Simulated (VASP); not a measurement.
# HCBr3 (P6_3) in VASP: electric field gradients with PBE

Aim: the electric field gradients of HCBr3 with PBE.

Program: VASP 6.6.1. These are calculated values, not measurements. Logs are shortened: lines on timing, memory, paths and dates and some standing lists are left out, and cuts for length are marked.

## 1. The cell of the first run

It takes space group P6_3 (No. 173, hexagonal). The conventional cell has a = 6.312 Å, b = 6.312 Å, c = 7.151 Å, α = 90.00°, β = 90.00°, γ = 120.00°. Within 1.5 Å of H (site symmetry 3) lie 1 C at 1.08 Å. C (site symmetry 3) has 1 H at 1.08 Å within 1.5 Å. Br (site symmetry 1) has 1 C at 1.91 Å and 1 H at 2.46 Å within 2.5 Å.

## 2. Electric field gradients, PBE

INCAR

```
PREC = Accurate
ENCUT = 520
EDIFF = 1E-8
ISMEAR = -1
SIGMA = 0.05
LREAL = F
LASPH = T
NELM = 100
ALGO = Normal
ISIF = 2
LWAVE = F
LCHARG = F
GGA = PE
LEFG = T
NBANDS = 37
```

KPOINTS

```
Automatic mesh
0
Gamma
  6 6 4
```

POSCAR

```
HCBr3
1.0
    6.3119000000      0.0000000000      0.0000000000
   -3.1559500000      5.4662657461      0.0000000000
    0.0000000000      0.0000000000      7.1510000000
H C Br
2 2 6
Direct
    0.6666666667      0.3333333333      0.2310000000
    0.3333333333      0.6666666667      0.7310000000
    0.6666666667      0.3333333333      0.0800000000
    0.3333333333      0.6666666667      0.5800000000
    0.6916600000      0.6343200000      0.0000000000
    0.0573400000      0.6916600000      0.5000000000
    0.3656800000      0.0573400000      0.0000000000
    0.3083400000      0.3656800000      0.5000000000
    0.9426600000      0.3083400000      0.0000000000
    0.6343200000      0.9426600000      0.5000000000
```

Potentials or basis: VASP PAW PBE potentials, release 64 (H, C, Br).

Command:

```bash
> cat potpaw_PBE.64/H/POTCAR potpaw_PBE.64/C/POTCAR potpaw_PBE.64/Br/POTCAR > POTCAR
> mpirun -np 1 vasp_std > vasp.out
```

OUTCAR:

```text
PREC = Accurate
   ENCUT = 520
   EDIFF = 1E-8
   ISMEAR = -1
   LREAL = F
   LASPH = T
   NELM = 100
   ISIF = 2
   GGA = PE

 ion  position               nearest neighbor table
   1  0.667  0.333  0.231-   3 1.08
   2  0.333  0.667  0.731-   4 1.08
   3  0.667  0.333  0.080-   1 1.08   9 1.91   7 1.91   5 1.91
   4  0.333  0.667  0.580-   2 1.08   6 1.91  10 1.91   8 1.91
   5  0.692  0.634  0.000-   3 1.91
   6  0.057  0.692  0.500-   4 1.91
   7  0.366  0.057  0.000-   3 1.91
   8  0.308  0.366  0.500-   4 1.91
   9  0.943  0.308  0.000-   3 1.91
  10  0.634  0.943  0.500-   4 1.91

  LATTYP: Found a hexagonal cell.
 ALAT       =     6.3119000000
 C/A-ratio  =     1.1329393685

  Lattice vectors:

 A1 = (   6.3119000000,   0.0000000000,   0.0000000000)
 A2 = (  -3.1559500000,   5.4662657461,   0.0000000000)
 A3 = (   0.0000000000,   0.0000000000,   7.1510000000)

Analysis of symmetry for initial positions (statically):
=====================================================================
 Subroutine PRICEL returns:
 Original cell was already a primitive cell.

 Routine SETGRP: Setting up the symmetry group for a
 hexagonal supercell.

 Subroutine GETGRP returns: Found  6 space group operations
 (whereof  3 operations were pure point group operations)
 out of a pool of 24 trial point group operations.

The static configuration has the point symmetry C_3 .
 The point group associated with its full space group is C_6 .

Analysis of symmetry for dynamics (positions and initial velocities):
=====================================================================
 Subroutine PRICEL returns:
 Original cell was already a primitive cell.

 Routine SETGRP: Setting up the symmetry group for a
 hexagonal supercell.

 Subroutine GETGRP returns: Found  6 space group operations
 (whereof  3 operations were pure point group operations)
 out of a pool of 24 trial point group operations.

The dynamic configuration has the point symmetry C_3 .
 The point group associated with its full space group is C_6 .

 Subroutine INISYM returns: Found  6 space group operations
 (whereof  3 operations are pure point group operations),
 and found     1 'primitive' translations

----------------------------------------------------------------------------------------

                                     Primitive cell

  volume of cell :     246.7275

  direct lattice vectors                    reciprocal lattice vectors
     6.311900000  0.000000000  0.000000000     0.158430900  0.091470123  0.000000000
    -3.155950000  5.466265746  0.000000000     0.000000000  0.182940246  0.000000000
     0.000000000  0.000000000  7.151000000     0.000000000  0.000000000  0.139840582

  length of vectors
     6.311900000  6.311900000  7.151000000     0.182940246  0.182940246  0.139840582

  position of ions in fractional coordinates (direct lattice)
     0.666666667  0.333333333  0.231000000
     0.333333333  0.666666667  0.731000000
     0.666666667  0.333333333  0.080000000
     0.333333333  0.666666667  0.580000000
     0.691660000  0.634320000  0.000000000
     0.057340000  0.691660000  0.500000000
     0.365680000  0.057340000  0.000000000
     0.308340000  0.365680000  0.500000000
     0.942660000  0.308340000  0.000000000
     0.634320000  0.942660000  0.500000000

  ion indices of the primitive-cell ions
   primitive index   ion index
                 1           1
                 2           2
                 3           3
                 4           4
                 5           5
                 6           6
                 7           7
                 8           8
                 9           9
                10          10

[... 79 lines left out ...]
   TEBEG  =    0.0;   TEEND  =   0.0 temperature during run
   PSTRESS=    0.0 pullay stress
   NELECT =      52.0000    total number of electrons
   NUPDOWN=      -1.0000    fix difference up-down
   EMIN   =  10.00;   EMAX   =-10.00  energy-range for DOS
   EFERMI =   0.00;   METHOD = LEGACY
   ISMEAR =    -1;   SIGMA  =   0.05  broadening in eV -4-tet -1-fermi 0-gaus
   EFERMI_NEDOS =   21; number of points for ismear=-14 and -15
   IALGO  =     38    algorithm
   IMIX   =      4    mixing-type and parameters
     AMIX     =   0.40;   BMIX     =  1.00
     AMIX_MAG =   1.60;   BMIX_MAG =  1.00
  volume/ion in A,a.u.               =      24.67       166.50
  Fermi-wavevector in a.u.,A,eV,Ry     =   0.974249  1.841064 12.914127  0.949162
  Thomas-Fermi vector in A             =   2.104694
   LORBIT       =      0    0 simple, 1 ext, 2 COOP (PROOUT), +10 PAW based schemes
   GGA     = PE    functional components
   LHFCALC =     F    Hartree Fock is set to
   AEXX    =    0.0000 exact exchange contribution
   IVDW    =     0    specifies the selected vdW correction
   LEPSILON=     F    determine dielectric tensor
   LRPA    =     F    only Hartree local field effects (RPA)
 non-spin polarized calculation
  energy-cutoff  :      520.00
  volume of cell :      246.73
 maximum number of plane-waves:      6660
   NGX = 23   NGY = 23   NGZ = 27

 number of electron      51.9999991 magnetization

 Free energy of the ion-electron system (eV)
  ---------------------------------------------------
  ext. energy  EPLUGINS =         0.00000000
  ---------------------------------------------------
  free energy    TOTEN  =       -34.38335923 eV

  energy without entropy =      -34.38335923  energy(sigma->0) =      -34.38335923

 E-fermi :   0.4545     XC(G=0):  -7.7092

 val. band max:       -0.7655119632   @ k =   0.3333   0.3333   0.2500
 cond. band min:       2.9338295029   @ k =   0.3333   0.3333   0.0000
 fundamental gap:      3.6993414661
 Fermi energy:         0.4544688027

 k-point     1 :       0.0000    0.0000    0.0000
  band No.  band energies     occupation
      1     -16.9482      2.00000
      2     -16.7948      2.00000
      3     -14.5933      2.00000
      4     -14.5933      2.00000
      5     -14.5781      2.00000
      6     -14.5781      2.00000
[... 949 lines left out ...]
     36       7.6151      0.00000
     37       7.8473      0.00000

------------------------ aborting loop because EDIFF is reached ----------------------------------------

  FORCE on cell =-STRESS in cart. coord.  units (eV):
  Direction    XX          YY          ZZ          XY          YZ          ZX
  --------------------------------------------------------------------------------------
  -------------------------------------------------------------------------------------
  Total        4.7197391      4.7197391      2.6893665     -0.0000007      0.0000000      0.0000000
  in kB       30.6486217     30.6486217     17.4639688     -0.0000046      0.0000000      0.0000000
  external PRESSURE =      26.2537374 kB  Pullay stress =       0.0000000 kB

 VOLUME and BASIS-vectors are now :
 -----------------------------------------------------------------------------
  energy-cutoff  :      520.00
  volume of cell :      246.73
      direct lattice vectors                 reciprocal lattice vectors
     6.311900000  0.000000000  0.000000000     0.158430900  0.091470123  0.000000000
    -3.155950000  5.466265746  0.000000000     0.000000000  0.182940246  0.000000000
     0.000000000  0.000000000  7.151000000     0.000000000  0.000000000  0.139840582

 POSITION                                       TOTAL-FORCE (eV/Angst)
 -----------------------------------------------------------------------------------
      3.15595      1.82209      1.65188        -0.000000      0.000000      0.395391
     -0.00000      3.64418      5.22738        -0.000000      0.000000      0.395391
      3.15595      1.82209      0.57208        -0.000000      0.000000     -0.148109
     -0.00000      3.64418      4.14758        -0.000000      0.000000     -0.148109
      2.36381      3.46736      0.00000        -0.235145      0.584924     -0.082427
     -1.82092      3.78080      3.57550        -0.624132      0.088820     -0.082427
      2.12717      0.31344      0.00000        -0.388987     -0.496104     -0.082427
      0.79214      1.99890      3.57550         0.235145     -0.584924     -0.082427
      4.97687      1.68547      0.00000         0.624132     -0.088820     -0.082427
      1.02878      5.15283      3.57550         0.388987      0.496104     -0.082427
 -----------------------------------------------------------------------------------
    total drift:                                0.000000     -0.000000     -0.000544

  FREE ENERGIE OF THE ION-ELECTRON SYSTEM (eV)
  ---------------------------------------------------
  free  energy   TOTEN  =       -34.3833592260 eV

  energy  without entropy=      -34.3833592260  energy(sigma->0) =      -34.38335923

 Electric field gradients (V/A^2)
---------------------------------------------------------------------
 ion       V_xx      V_yy      V_zz      V_xy      V_xz      V_yz
---------------------------------------------------------------------
   1     -14.099   -14.098    28.196     0.001     0.000    -0.000
   2     -14.099   -14.098    28.196     0.001    -0.000     0.000
   3      20.309    20.308   -40.618    -0.000    -0.000    -0.000
   4      20.309    20.308   -40.618    -0.000     0.000     0.000
   5    -177.833   490.767  -312.934  -411.532   147.468  -288.723
   6     680.014  -367.080  -312.935   -83.746   323.776   -16.650
   7     -32.780   345.714  -312.934   495.278   176.307   272.073
   8    -177.833   490.767  -312.934  -411.532  -147.468   288.723
   9     680.014  -367.080  -312.935   -83.746  -323.776    16.650
  10     -32.780   345.714  -312.934   495.278  -176.307  -272.073
---------------------------------------------------------------------

 Electric field gradients after diagonalization (V/A^2)
 (convention: |V_zz| > |V_xx| > |V_yy|)
----------------------------------------------------------------------
 ion       V_xx      V_yy      V_zz     asymmetry (V_yy - V_xx)/ V_zz
----------------------------------------------------------------------
   1     -14.099   -14.097    28.196       0.000
   2     -14.099   -14.097    28.196       0.000
   3      20.309    20.308   -40.618       0.000
   4      20.309    20.308   -40.618       0.000
   5    -410.838  -371.710   782.548       0.050
   6    -410.838  -371.710   782.548       0.050
   7    -410.838  -371.710   782.548       0.050
   8    -410.838  -371.710   782.548       0.050
   9    -410.838  -371.710   782.548       0.050
  10    -410.838  -371.710   782.548       0.050
----------------------------------------------------------------------

           NMR quadrupolar parameters

 Cq : quadrupolar parameter    Cq=e*Q*V_zz/h
 eta: asymmetry parameters     (V_yy - V_xx)/ V_zz
 Q  : nuclear electric quadrupole moment in mb (millibarn)
----------------------------------------------------------------------
 ion       Cq(MHz)       eta       Q (mb)
----------------------------------------------------------------------
   1       0.068       0.000       1.000
   2       0.068       0.000       1.000
   3      -0.098       0.000       1.000
   4      -0.098       0.000       1.000
   5       1.892       0.050       1.000
   6       1.892       0.050       1.000
   7       1.892       0.050       1.000
   8       1.892       0.050       1.000
   9       1.892       0.050       1.000
  10       1.892       0.050       1.000
----------------------------------------------------------------------
```

Run time: 5.6 min. Hardware: 1 thread of Intel Xeon Platinum 8375C at 2.90GHz (Ice Lake), shared host; peak memory 0.43 GiB.

What came out:

- Free energy: -34.3834 eV
- Pressure: 2.6 GPa
- Largest force: 0.636 eV/Å
- Band gap on the k mesh: 3.70 eV
- Largest electric field gradient by atom: H +28.2; C -40.6; Br +782.5 V/Å²

Forces in eV/Å, atoms in the order of the input:
```
H    0.000  0.000  0.395
H    0.000  0.000  0.395
C    0.000  0.000 -0.148
C    0.000  0.000 -0.148
Br  -0.235  0.585 -0.082
Br  -0.624  0.089 -0.082
Br  -0.389 -0.496 -0.082
Br   0.235 -0.585 -0.082
Br   0.624 -0.089 -0.082
Br   0.389  0.496 -0.082
```

Electric field gradients, principal values (V/Å²):
| atom | least | middle | greatest (by size) |
| --- | --- | --- | --- |
| 1 H | -14.097 | -14.099 | 28.196 |
| 2 H | -14.097 | -14.099 | 28.196 |
| 3 C | 20.308 | 20.309 | -40.618 |
| 4 C | 20.308 | 20.309 | -40.618 |
| 5 Br | -371.710 | -410.838 | 782.548 |
| 6 Br | -371.710 | -410.838 | 782.548 |
| 7 Br | -371.710 | -410.838 | 782.548 |
| 8 Br | -371.710 | -410.838 | 782.548 |
| 9 Br | -371.710 | -410.838 | 782.548 |
| 10 Br | -371.710 | -410.838 | 782.548 |

Caveat: this functional lacks dispersion, which holds the molecules together, so the pressure and a relaxed volume are unreliable; without QUAD_EFG the Cq values of the log hold for a quadrupole moment of 1 mb, not for the nuclei.
